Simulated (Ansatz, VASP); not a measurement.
One calculation of Au, two programs

INCAR

```
SYSTEM = Au
PREC     = Accurate       ! precision mode
ENCUT    = 520            ! plane-wave cutoff, eV
EDIFF    = 1E-6           ! SCF threshold, eV
ISMEAR   = 0              ! smearing method
SIGMA    = 0.15           ! smearing width, eV
LREAL    = .False.        ! projectors in reciprocal space
LASPH    = .True.         ! aspherical terms in the spheres
NELM     = 60             ! most SCF steps
ALGO     = Fast           ! electronic algorithm
ISIF     = 2              ! what is computed and relaxed
LWAVE    = .False.        ! write WAVECAR
LCHARG   = .True.         ! write CHGCAR
GGA      = PS             ! functional
LELF     = .True.         ! ELF
LVHAR    = .True.       
NBANDS   = 18             ! bands
```

The input KPOINTS:

```
regular mesh
0
Gamma
  18 18 10
  0 0 0
```

Contents of POSCAR:

```
Au
1.0
    2.8274984502      0.0000000000      0.0000000000
   -1.4137492251      2.4486854870      0.0000000000
    0.0000000000      0.0000000000      5.0020000000
Au
2
Direct
    0.3333333333      0.6666666667      0.7500000000
    0.6666666667      0.3333333333      0.2500000000
```

Input for Ansatz:

```yaml
crystal:
  lattice:
    - [2.8274984502, 0.0, 0.0]
    - [-1.4137492251, 2.448685487, 0.0]
    - [0.0, 0.0, 5.002]
  atoms:
    - { symbol: Au, position: [0.3333333333, 0.6666666667, 0.75] }
    - { symbol: Au, position: [0.6666666667, 0.3333333333, 0.25] }
basis:
  ecutwfc: 420
kpoints:
  mp_grid: { grid: [18, 18, 10] }
hamiltonian:
  xc: pbesol
scf:
  occupations: { method: gaussian, width: 0.15 }
output:
  forces: true
  stress: true
  eigenvalues: true
```

Change from the starting cell: strain -0.025 along x and y, +0.025 along z, atoms carried along.

Alike in both runs: task single point; functional PBEsol; k mesh 18 × 18 × 10; occupations gaussian, width 0.15 eV; no spin polarisation.

|  | VASP | Ansatz |
| --- | --- | --- |
| version | VASP 6.6.1 | Ansatz 0.2.0 |
| potentials or method | VASP PAW PBE potentials, release 64 (Au), cutoff 520 eV | scalar-relativistic, plane waves, PAW |
| valence electrons in the cell | 22 | 38 |

Ansatz gave:

| Item | Value |
| --- | --- |
| gap on the k mesh at the Fermi level (eV) | none |
| pressure (GPa) | -1.9 |
| traceless stress, the component that is largest in VASP (GPa) | -2.68 |

Estimate VASP's values.

gap on the k mesh at the Fermi level (eV): none; pressure (GPa): -2.1; traceless stress, the component that is largest in VASP (GPa): -2.69.

VASP's potentials were made for PBE, not for PBEsol. A gap of «none» marks a metal or a gap that the smearing closes. The functional is the same, so the differences come from potentials, cutoffs and numerics. VASP's potentials hold 22 valence electrons a cell and Ansatz's 38, so a difference there can come from the potentials and not from the codes.

Neither program's run includes spin-orbit coupling.
